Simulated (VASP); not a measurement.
## SiS3: single point with PBE

Crystal: SiS3.

```
Si S
1.0
     0.00000    3.14423    3.14423
     3.14423    0.00000    3.14423
     3.14423    3.14423    0.00000
Si S
1 3
Cartesian
  0.0000 0.0000 0.0000
  1.5721 1.5721 1.5721
  4.7163 4.7163 4.7163
  3.1442 3.1442 3.1442
```

```json
{"Program": "VASP 6.6.1", "Task": "single point", "Functional": "PBE", "Potentials or basis": "VASP PAW PBE potentials, release 64 (Si, S)", "Cutoff": "500 eV", "k mesh": "6 × 6 × 6", "Occupations": "gaussian, width 0.1 eV", "Spin": "no spin polarisation", "Dipole correction": "no", "Further INCAR settings": "ALGO = Normal; EDIFF = 1e-06; NBANDS = 19"}
```

```
Pressure               : -0.1 GPa
Band gap on the k mesh : zero (band 11 reaches 8.86 eV, above the bottom of band 12 at 5.91 eV)
```

Levels at points of the mesh, in eV from the Fermi level:
```tsv
k point	band 9	band 10	band 11	band 12	band 13	band 14
(0.00, 0.00, 0.00)	-4.18	-3.90	-2.35	-2.35	-2.35	3.53
(0.50, 0.00, 0.00)	-2.20	-1.54	0.20	0.20	1.71	2.55
(0.50, 0.50, 0.00)	-0.97	-0.10	-0.03	0.21	0.21	3.41
```

Run time: 13 s on 1 thread of Intel(R) Xeon(R) Platinum 8488C (Sapphire Rapids), with other jobs on the host, peak memory 0.17 GiB.
